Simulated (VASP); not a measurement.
# SnO in VASP: notebook, part 4 of 4

VASP 6.6.1.

## Step 6: Electric field gradients, LDA

Contents of INCAR:

```
  PREC = Accurate
  ENCUT = 910
  EDIFF = 1E-8
  ISMEAR = -1
  SIGMA = 0.02
  LREAL = False
  LASPH = True
  NELM = 120
  ALGO = Normal
  ISIF = 2
  LWAVE = False
  LCHARG = False
  GGA = CA
  LEFG = True
  NBANDS = 28
  GGA_COMPAT = False
```

Contents of KPOINTS:

```
Automatic mesh
0
Gamma
  6 6 5
```

Contents of POSCAR:

```
SnO
1.0
    3.8020000000      0.0000000000      0.0000000000
    0.0000000000      3.8020000000      0.0000000000
    0.0000000000      0.0000000000      4.8360000000
Sn O
2 2
Direct
    0.0000000000      0.5000000000      0.2385000000
    0.5000000000      0.0000000000      0.7615000000
    0.0000000000      0.0000000000      0.0000000000
    0.5000000000      0.5000000000      0.0000000000
```

Potentials or basis: VASP PAW LDA potentials, release 64 (Sn_d, O_h).

Run with:

```sh
$ cat potpaw_LDA.64/Sn_d/POTCAR potpaw_LDA.64/O_h/POTCAR > POTCAR
$ mpirun -np 1 vasp_std > vasp.out
```

OUTCAR:

```text
PREC = Accurate
   ENCUT = 910
   EDIFF = 1E-8
   ISMEAR = -1
   LREAL = False
   LASPH = True
   NELM = 120
   ISIF = 2
   GGA = CA

 ion  position               nearest neighbor table
   1  0.000  0.500  0.239-   3 2.22   4 2.22   3 2.22   4 2.22   2 3.54   2 3.54   2 3.54   2 3.54
                             2 3.69   2 3.69   2 3.69   2 3.69
   2  0.500  0.000  0.761-   3 2.22   4 2.22   4 2.22   3 2.22   1 3.54   1 3.54   1 3.54   1 3.54
                             1 3.69   1 3.69   1 3.69   1 3.69
   3  0.000  0.000  0.000-   1 2.22   2 2.22   1 2.22   2 2.22
   4  0.500  0.500  0.000-   1 2.22   2 2.22   2 2.22   1 2.22

  LATTYP: Found a simple tetragonal cell.
 ALAT       =     3.8020000000
 C/A-ratio  =     1.2719621252

  Lattice vectors:

 A1 = (   3.8020000000,   0.0000000000,   0.0000000000)
 A2 = (   0.0000000000,   3.8020000000,   0.0000000000)
 A3 = (   0.0000000000,   0.0000000000,   4.8360000000)

Analysis of symmetry for initial positions (statically):
=====================================================================
 Subroutine PRICEL returns:
 Original cell was already a primitive cell.

 Routine SETGRP: Setting up the symmetry group for a
 simple tetragonal supercell.

 Subroutine GETGRP returns: Found 16 space group operations
 (whereof  8 operations were pure point group operations)
 out of a pool of 16 trial point group operations.

The static configuration has the point symmetry D_2d.
 The point group associated with its full space group is D_4h.

Analysis of symmetry for dynamics (positions and initial velocities):
=====================================================================
 Subroutine PRICEL returns:
 Original cell was already a primitive cell.

 Routine SETGRP: Setting up the symmetry group for a
 simple tetragonal supercell.

 Subroutine GETGRP returns: Found 16 space group operations
 (whereof  8 operations were pure point group operations)
 out of a pool of 16 trial point group operations.

The dynamic configuration has the point symmetry D_2d.
 The point group associated with its full space group is D_4h.

 Subroutine INISYM returns: Found 16 space group operations
 (whereof  8 operations are pure point group operations),
 and found     1 'primitive' translations

----------------------------------------------------------------------------------------

                                     Primitive cell

  volume of cell :      69.9054

  direct lattice vectors                    reciprocal lattice vectors
     3.802000000  0.000000000  0.000000000     0.263019463  0.000000000  0.000000000
     0.000000000  3.802000000  0.000000000     0.000000000  0.263019463  0.000000000
     0.000000000  0.000000000  4.836000000     0.000000000  0.000000000  0.206782465

  length of vectors
     3.802000000  3.802000000  4.836000000     0.263019463  0.263019463  0.206782465

  position of ions in fractional coordinates (direct lattice)
     0.000000000  0.500000000  0.238500000
     0.500000000  0.000000000  0.761500000
     0.000000000  0.000000000  0.000000000
     0.500000000  0.500000000  0.000000000

[... 88 lines left out ...]
   PSTRESS=    0.0 pullay stress
   NELECT =      40.0000    total number of electrons
   NUPDOWN=      -1.0000    fix difference up-down
   EMIN   =  10.00;   EMAX   =-10.00  energy-range for DOS
   EFERMI =   0.00;   METHOD = LEGACY
   ISMEAR =    -1;   SIGMA  =   0.02  broadening in eV -4-tet -1-fermi 0-gaus
   EFERMI_NEDOS =   21; number of points for ismear=-14 and -15
   IALGO  =     38    algorithm
   IMIX   =      4    mixing-type and parameters
     AMIX     =   0.40;   BMIX     =  1.00
     AMIX_MAG =   1.60;   BMIX_MAG =  1.00
  volume/ion in A,a.u.               =      17.48       117.94
  Fermi-wavevector in a.u.,A,eV,Ry     =   1.359121  2.568365 25.132801  1.847209
  Thomas-Fermi vector in A             =   2.485896
   LORBIT       =      0    0 simple, 1 ext, 2 COOP (PROOUT), +10 PAW based schemes
   GGA     = CA    functional components
   LHFCALC =     F    Hartree Fock is set to
   AEXX    =    0.0000 exact exchange contribution
   IVDW    =     0    specifies the selected vdW correction
   LEPSILON=     F    determine dielectric tensor
   LRPA    =     F    only Hartree local field effects (RPA)
 non-spin polarized calculation
  energy-cutoff  :      910.00
  volume of cell :       69.91
 maximum number of plane-waves:      4396
 NGX is ok and might be reduce to    40
   NGX = 19   NGY = 19   NGZ = 23

 number of electron      39.9999999 magnetization

 Free energy of the ion-electron system (eV)
  ---------------------------------------------------
  ext. energy  EPLUGINS =         0.00000000
  ---------------------------------------------------
  free energy    TOTEN  =       -25.72483507 eV

  energy without entropy =      -25.72459391  energy(sigma->0) =      -25.72471449

 E-fermi :   7.1066     XC(G=0): -10.6814

 val. band max:        7.0675062104   @ k =   0.0000   0.0000   0.0000
 cond. band min:       7.1565123067   @ k =   0.5000   0.5000   0.0000
 fundamental gap:      0.0890060963
 Fermi energy:         7.1066319668

 k-point     1 :       0.0000    0.0000    0.0000
  band No.  band energies     occupation
      1     -14.7723      2.00000
      2     -14.3501      2.00000
      3     -14.3501      2.00000
      4     -14.3453      2.00000
      5     -14.2949      2.00000
      6     -14.2925      2.00000
[... 733 lines left out ...]
     27      16.1248      0.00000
     28      16.1248      0.00000

 [... further k-points ...]
[... 5 lines left out ...]
  --------------------------------------------------------------------------------------
  -------------------------------------------------------------------------------------
  Total       -1.1957158     -1.1957158     -1.1142849      0.0000000     -0.0000000      0.0000000
  in kB      -27.4048873    -27.4048873    -25.5385548      0.0000000     -0.0000000      0.0000000
  external PRESSURE =     -26.7827765 kB  Pullay stress =       0.0000000 kB

 VOLUME and BASIS-vectors are now :
 -----------------------------------------------------------------------------
  energy-cutoff  :      910.00
  volume of cell :       69.91
      direct lattice vectors                 reciprocal lattice vectors
     3.802000000  0.000000000  0.000000000     0.263019463  0.000000000  0.000000000
     0.000000000  3.802000000  0.000000000     0.000000000  0.263019463  0.000000000
     0.000000000  0.000000000  4.836000000     0.000000000  0.000000000  0.206782465

 POSITION                                       TOTAL-FORCE (eV/Angst)
 -----------------------------------------------------------------------------------
      0.00000      1.90100      1.15339        -0.000000     -0.000000     -0.160068
      1.90100      0.00000      3.68261        -0.000000      0.000000      0.160068
      0.00000      0.00000      0.00000        -0.000000      0.000000     -0.000000
      1.90100      1.90100      0.00000         0.000000     -0.000000     -0.000000
 -----------------------------------------------------------------------------------
    total drift:                               -0.000000      0.000000      0.000000

  FREE ENERGIE OF THE ION-ELECTRON SYSTEM (eV)
  ---------------------------------------------------
  free  energy   TOTEN  =       -25.7248350653 eV

  energy  without entropy=      -25.7245939098  energy(sigma->0) =      -25.72471449

 Electric field gradients (V/A^2)
---------------------------------------------------------------------
 ion       V_xx      V_yy      V_zz      V_xy      V_xz      V_yz
---------------------------------------------------------------------
   1      82.453    82.453  -164.906    -0.000    -0.000    -0.000
   2      82.453    82.453  -164.906    -0.000     0.000     0.000
   3      -0.959    -0.959     1.918     0.000    -0.000    -0.000
   4      -0.959    -0.959     1.918    -0.000    -0.000    -0.000
---------------------------------------------------------------------

 Electric field gradients after diagonalization (V/A^2)
 (convention: |V_zz| > |V_xx| > |V_yy|)
----------------------------------------------------------------------
 ion       V_xx      V_yy      V_zz     asymmetry (V_yy - V_xx)/ V_zz
----------------------------------------------------------------------
   1      82.453    82.453  -164.906       0.000
   2      82.453    82.453  -164.906       0.000
   3      -0.959    -0.959     1.918       0.000
   4      -0.959    -0.959     1.918       0.000
----------------------------------------------------------------------

           NMR quadrupolar parameters

 Cq : quadrupolar parameter    Cq=e*Q*V_zz/h
 eta: asymmetry parameters     (V_yy - V_xx)/ V_zz
 Q  : nuclear electric quadrupole moment in mb (millibarn)
----------------------------------------------------------------------
 ion       Cq(MHz)       eta       Q (mb)
----------------------------------------------------------------------
   1      -0.399       0.000       1.000
   2      -0.399       0.000       1.000
   3       0.005       0.000       1.000
   4       0.005       0.000       1.000
----------------------------------------------------------------------
```

OSZICAR:

```text
N       E                     dE             d eps       ncg     rms          rms(c)
DAV:   1     0.526330971846E+03    0.52633E+03   -0.27107E+04  1752   0.308E+03
DAV:   2     0.842320301704E+02   -0.44210E+03   -0.42630E+03  1736   0.722E+02
DAV:   3    -0.192997705302E+02   -0.10353E+03   -0.99558E+02  2104   0.223E+02
DAV:   4    -0.289955278163E+02   -0.96958E+01   -0.95403E+01  2028   0.686E+01
DAV:   5    -0.292969618920E+02   -0.30143E+00   -0.30110E+00  1840   0.126E+01    0.115E+01
DAV:   6    -0.258177581697E+02    0.34792E+01   -0.14756E+01  2800   0.442E+01    0.504E+00
DAV:   7    -0.257810636158E+02    0.36695E-01   -0.20138E+00  1948   0.850E+00    0.253E+00
DAV:   8    -0.257382383615E+02    0.42825E-01   -0.37119E-01  2172   0.412E+00    0.808E-01
DAV:   9    -0.257243036010E+02    0.13935E-01   -0.43069E-02  2824   0.223E+00    0.238E-01
DAV:  10    -0.257251272303E+02   -0.82363E-03   -0.61221E-03  2232   0.694E-01    0.126E-01
DAV:  11    -0.257248239799E+02    0.30325E-03   -0.11264E-03  2748   0.330E-01    0.200E-02
DAV:  12    -0.257248390574E+02   -0.15078E-04   -0.21265E-04  1836   0.910E-02    0.234E-02
DAV:  13    -0.257248364698E+02    0.25876E-05   -0.95427E-06  1988   0.255E-02    0.113E-02
DAV:  14    -0.257248351173E+02    0.13525E-05   -0.33619E-06  2516   0.154E-02    0.302E-03
DAV:  15    -0.257248350646E+02    0.52706E-07   -0.11307E-06  2412   0.760E-03    0.148E-03
DAV:  16    -0.257248350653E+02   -0.71850E-09   -0.52810E-08  1764   0.153E-03
   1 F= -.25724835E+02 E0= -.25724714E+02  d E =-.241156E-03
```

Wall time 1.8 min (1 thread of Intel Xeon Platinum 8259CL at 2.50GHz (Skylake/Cascade Lake), shared host); peak memory 0.28 GiB.

What came out:

- Free energy: -25.7248 eV
- Pressure: -2.7 GPa
- Largest force: 0.160 eV/Å
- Band gap on the k mesh: 0.09 eV (least direct gap 1.96 eV)
- Largest electric field gradient by atom: Sn -164.9; O +1.9 V/Å²

Forces on the atoms (eV/Å):
```
Sn   0.000  0.000 -0.160
Sn   0.000  0.000  0.160
O    0.000  0.000  0.000
O    0.000  0.000  0.000
```

Electric field gradients, principal values (V/Å²):
```tsv
atom	least	middle	greatest (by size)
1 Sn	82.453	82.453	-164.906
2 Sn	82.453	82.453	-164.906
3 O	-0.959	-0.959	1.918
4 O	-0.959	-0.959	1.918
```

Caveat: the cutoff is under 1.25 times the usual one of these potentials, so pressure, stress and relaxed cells hold a basis-set (Pulay) error; without QUAD_EFG the Cq values of the log hold for a quadrupole moment of 1 mb, not for the nuclei; spin-orbit coupling is left out, which moves the levels of the heavy elements; an odd mesh through Γ misses points on the zone boundary, where band edges can lie.

## Step 7: The runs side by side

| potentials or basis | cell | cutoff (eV) | gap on the mesh (eV) | pressure (GPa) | largest force (eV/Å) |
| --- | --- | --- | --- | --- | --- |
| VASP PAW LDA potentials, release 64 (Sn_d, O) | a = 3.802, b = 3.802, c = 4.836 Å, angles 91.1°, 4 atoms | 520 | 0.06 | -2.4 | 0.21 |
| VASP PAW LDA potentials, release 64 (Sn_d, O) | a = 3.802, b = 3.802, c = 4.836 Å, angles 90.6°, 4 atoms | 520 | 0.08 | -2.5 | 0.17 |
| VASP PAW LDA potentials, release 64 (Sn_d, O) | a = 3.802, b = 3.802, c = 4.836 Å, angles 88.8°, 4 atoms | 520 | 0.08 | -2.4 | 0.21 |
| VASP PAW LDA potentials, release 64 (Sn_d, O_h) | a = 3.802, b = 3.802, c = 4.836 Å, 4 atoms | 910 | 0.09 | -2.7 | 0.16 |

Alike in all rows: task electric field gradients; level LDA; no spin polarisation; k mesh 6 × 6 × 5; smearing fermi-dirac 0.02 eV.

Caveats: spin-orbit coupling is left out, which moves the levels of the heavy elements; an odd mesh through Γ misses points on the zone boundary, where band edges can lie; the cutoff is under 1.25 times the usual one of these potentials, so pressure, stress and relaxed cells hold a basis-set (Pulay) error (at least some runs).

Absolute energies hang on the potentials; compare differences alone.
